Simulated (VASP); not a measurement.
# Tb4S (Pm-3m) in VASP: further runs, part 2 of 2

VASP 6.6.1.

## Step 6: Relaxation of cell and atoms, PBE

This run uses another cell than the first one, of 29.90 Å³/atom.

Input file INCAR:

```
PREC = Accurate
ENCUT = 500
EDIFF = 1E-7
ISMEAR = 0
SIGMA = 0.1
LREAL = False
LASPH = True
NELM = 200
ALGO = Normal
ISIF = 3
LWAVE = False
LCHARG = False
GGA = PE
IBRION = 2
NSW = 100
EDIFFG = -0.01
GGA_COMPAT = False
NELMIN = 4
LMAXMIX = 6
```

Input file KPOINTS:

```
Automatic mesh
0
Gamma
  8 8 8
```

Input file POSCAR:

```
Tb4S
1.0
    5.3075972806      0.0000000000      0.0000000000
    0.0000000000      5.3075972806      0.0000000000
    0.0000000000      0.0000000000      5.3075972806
Tb S
4 1
Direct
    0.5000000000      0.0000000000      0.0000000000
    0.0000000000      0.5000000000      0.0000000000
    0.0000000000      0.0000000000      0.5000000000
    0.5000000000      0.5000000000      0.5000000000
    0.0000000000      0.0000000000      0.0000000000
```

Potentials or basis: VASP PAW PBE potentials, release 64 (Tb_3, S), 4f in core.

On the command line:

```console
> cat potpaw_PBE.64/Tb_3/POTCAR potpaw_PBE.64/S/POTCAR > POTCAR
> mpirun -np 1 vasp_std > vasp.out
```

OUTCAR:

```text
PREC = Accurate
   ENCUT = 500
   EDIFF = 1E-7
   ISMEAR = 0
   LREAL = False
   LASPH = True
   NELM = 200
   ISIF = 3
   GGA = PE
   IBRION = 2
   NSW = 100
   EDIFFG = -0.01
   NELMIN = 4

 ion  position               nearest neighbor table
   1  0.500  0.000  0.000-   5 2.65   5 2.65   4 3.75   2 3.75   3 3.75   4 3.75   2 3.75   4 3.75
                             4 3.75   2 3.75   3 3.75   3 3.75   3 3.75   2 3.75
   2  0.000  0.500  0.000-   5 2.65   5 2.65   4 3.75   1 3.75   3 3.75   4 3.75   1 3.75   3 3.75
                             3 3.75   3 3.75   1 3.75   4 3.75   4 3.75   1 3.75
   3  0.000  0.000  0.500-   5 2.65   5 2.65   4 3.75   1 3.75   1 3.75   2 3.75   2 3.75   2 3.75
                             4 3.75   2 3.75   1 3.75   4 3.75   1 3.75   4 3.75
   4  0.500  0.500  0.500-   1 3.75   2 3.75   3 3.75   1 3.75   2 3.75   1 3.75   3 3.75   1 3.75
                             2 3.75   3 3.75   2 3.75   3 3.75
   5  0.000  0.000  0.000-   1 2.65   2 2.65   3 2.65   3 2.65   2 2.65   1 2.65

  LATTYP: Found a simple cubic cell.
 ALAT       =     5.3075972806

  Lattice vectors:

 A1 = (   5.3075972806,   0.0000000000,   0.0000000000)
 A2 = (   0.0000000000,   5.3075972806,   0.0000000000)
 A3 = (   0.0000000000,   0.0000000000,   5.3075972806)
[... 184 lines left out ...]

------------------------ aborting loop because EDIFF is reached ----------------------------------------

  FORCE on cell =-STRESS in cart. coord.  units (eV):
  Direction    XX          YY          ZZ          XY          YZ          ZX
  --------------------------------------------------------------------------------------
  -------------------------------------------------------------------------------------
  Total        0.5121831      0.5121831      0.5121831      0.0000000      0.0000000      0.0000000
  in kB        5.4883522      5.4883522      5.4883522      0.0000000      0.0000000      0.0000000
  external PRESSURE =       5.4883522 kB  Pullay stress =       0.0000000 kB
[... 65 lines left out ...]
--------------------------------------- Ionic step        3  -------------------------------------------

 number of electron      42.0000002 magnetization

 Free energy of the ion-electron system (eV)
  ---------------------------------------------------
  ext. energy  EPLUGINS =         0.00000000
  ---------------------------------------------------
  free energy    TOTEN  =       -25.70411090 eV

  energy without entropy =      -25.66704628  energy(sigma->0) =      -25.68557859

 E-fermi :   3.4414     XC(G=0):  -9.6779

 val. band max:        3.4282689390   @ k =   0.3750   0.2500   0.2500
 cond. band min:       3.4506075184   @ k =   0.5000   0.2500   0.2500
 fundamental gap:      0.0223385794
 Fermi energy:         3.4413893008

 k-point     1 :       0.0000    0.0000    0.0000
  band No.  band energies     occupation
      1     -19.5354      2.00000
      2     -19.5354      2.00000
      3     -19.5354      2.00000
      4     -19.2619      2.00000
      5     -19.2619      2.00000
      6     -19.2619      2.00000
[... 661 lines left out ...]
     24       4.1597      0.00000
     25       4.7911      0.00000

 [... further k-points ...]
[... 5 lines left out ...]
  --------------------------------------------------------------------------------------
  -------------------------------------------------------------------------------------
  Total        0.0016586      0.0016586      0.0016586      0.0000000     -0.0000000      0.0000000
  in kB        0.0176022      0.0176022      0.0176022      0.0000000     -0.0000000      0.0000000
  external PRESSURE =       0.0176022 kB  Pullay stress =       0.0000000 kB
[... 20 lines left out ...]
  FREE ENERGIE OF THE ION-ELECTRON SYSTEM (eV)
  ---------------------------------------------------
  free  energy   TOTEN  =       -25.7041108973 eV

  energy  without entropy=      -25.6670462765  energy(sigma->0) =      -25.68557859

 reached required accuracy - stopping structural energy minimisation
```

OSZICAR:

```text
N       E                     dE             d eps       ncg     rms          rms(c)
DAV:   1     0.183275526801E+03    0.18328E+03   -0.19339E+04  1750   0.144E+03
DAV:   2    -0.388492150559E+01   -0.18716E+03   -0.18506E+03  1860   0.370E+02
DAV:   3    -0.251991681197E+02   -0.21314E+02   -0.20686E+02  2524   0.656E+01
[... 27 lines left out ...]
DAV:   4    -0.257041056001E+02    0.99715E-04   -0.30237E-04  2120   0.114E-01    0.621E-02
DAV:   5    -0.257041097288E+02   -0.41288E-05   -0.24945E-05  2469   0.318E-02    0.129E-02
DAV:   6    -0.257041107194E+02   -0.99055E-06   -0.12559E-06  2133   0.578E-03    0.573E-03
DAV:   7    -0.257041108909E+02   -0.17147E-06   -0.88005E-08  1268   0.185E-03    0.145E-03
DAV:   8    -0.257041108973E+02   -0.64015E-08   -0.25252E-08  1061   0.103E-03
   3 F= -.25704111E+02 E0= -.25685579E+02  d E =-.245704E-02
```

CONTCAR:

```text
Tb4S
   1.00000000000000
     5.3246780270773222   -0.0000000000000000    0.0000000000000000
     0.0000000000000000    5.3246780270773222   -0.0000000000000000
    -0.0000000000000000    0.0000000000000000    5.3246780270773222
  Tb              S
     4     1
Direct
     0.5000000000000000    0.0000000000000000    0.0000000000000000
     0.0000000000000000    0.5000000000000000    0.0000000000000000
     0.0000000000000000    0.0000000000000000    0.5000000000000000
     0.5000000000000000    0.5000000000000000    0.5000000000000000
     0.0000000000000000    0.0000000000000000    0.0000000000000000

  0.00000000E+00  0.00000000E+00  0.00000000E+00
  0.00000000E+00  0.00000000E+00  0.00000000E+00
  0.00000000E+00  0.00000000E+00  0.00000000E+00
  0.00000000E+00  0.00000000E+00  0.00000000E+00
  0.00000000E+00  0.00000000E+00  0.00000000E+00
```

Wall time 1.7 min (1 thread of Intel Xeon 6975P-C (Granite Rapids), shared host); peak memory 0.32 GiB.

What came out:

```
Free energy                           : -25.7041 eV
Relaxed volume                        : 30.19 Å³/atom
Relaxed cell                          : a = 5.325 Å, b = 5.325 Å, c = 5.325 Å, α = 90.00°, β = 90.00°, γ = 90.00°
Space group after relaxing (to 0.1 Å) : Pm-3m (No. 221)
Energy gained by relaxing             : 0.5 meV/atom
Ionic steps                           : 3
Pressure after relaxing               : 0.0 GPa
Band gap on the k mesh                : zero (bands 21 and 22 overlap by 1.69 eV)
```

The path:
```csv
step,energy change (eV),largest force (eV/Å),pressure (GPa),volume (Å³)
1,0.0000,0.0000,0.55,149.52
2,-0.0018,0.0000,-0.28,151.75
3,-0.0025,0.0000,0.00,150.97
```

Final structure:
```yaml
crystal:
  lattice:
    - [5.32468, 0.00000, 0.00000]
    - [0.00000, 5.32468, 0.00000]
    - [0.00000, 0.00000, 5.32468]
  atoms:
    - { symbol: Tb, position: [0.50000, 0.00000, 0.00000] }
    - { symbol: Tb, position: [0.00000, 0.50000, 0.00000] }
    - { symbol: Tb, position: [0.00000, 0.00000, 0.50000] }
    - { symbol: Tb, position: [0.50000, 0.50000, 0.50000] }
    - { symbol: S, position: [0.00000, 0.00000, 0.00000] }
```

Caveat: spin-orbit coupling is left out, which moves the levels of the heavy elements; the 4f electrons are frozen in the core, so they carry no moment and show no levels; the run has no spin polarisation, though such a crystal can be magnetic.

## Step 7: Summary

| task | cell | k mesh | gap on the mesh (eV) | pressure (GPa) | relaxed volume (Å³/atom) |
| --- | --- | --- | --- | --- | --- |
| single point | a = 4.974 Å, 5 atoms | 4 × 4 × 4 | none | 17.2 | - |
| single point | a = 5.308 Å, 5 atoms | 4 × 4 × 4 | none | 0.6 | - |
| relaxation of cell and atoms | relaxed from a = 4.974 Å, 5 atoms | 4 × 4 × 4 | none | -0.1 | 30.26 |
| single point | a = 5.314 Å, 5 atoms | 8 × 8 × 8 | none | 0.3 | - |
| relaxation of cell and atoms | relaxed from a = 5.308 Å, 5 atoms | 8 × 8 × 8 | none | 0.0 | 30.19 |

Alike in all rows: level PBE; potentials or basis VASP PAW PBE potentials, release 64 (Tb_3, S), 4f in core; no spin polarisation; cutoff (eV) 500; smearing gaussian 0.1 eV.

Caveats: spin-orbit coupling is left out, which moves the levels of the heavy elements; the 4f electrons are frozen in the core, so they carry no moment and show no levels; the run has no spin polarisation, though such a crystal can be magnetic; the cell stands under pressure (at least some runs); the volume moved by over 15 % at a fixed basis, so the end points are rough (at least some runs).

Total energies depend on the potentials used, so only differences within one code and one set of settings carry meaning.

The gap in the log of VASP goes by the Fermi energy; the results here count the filled bands.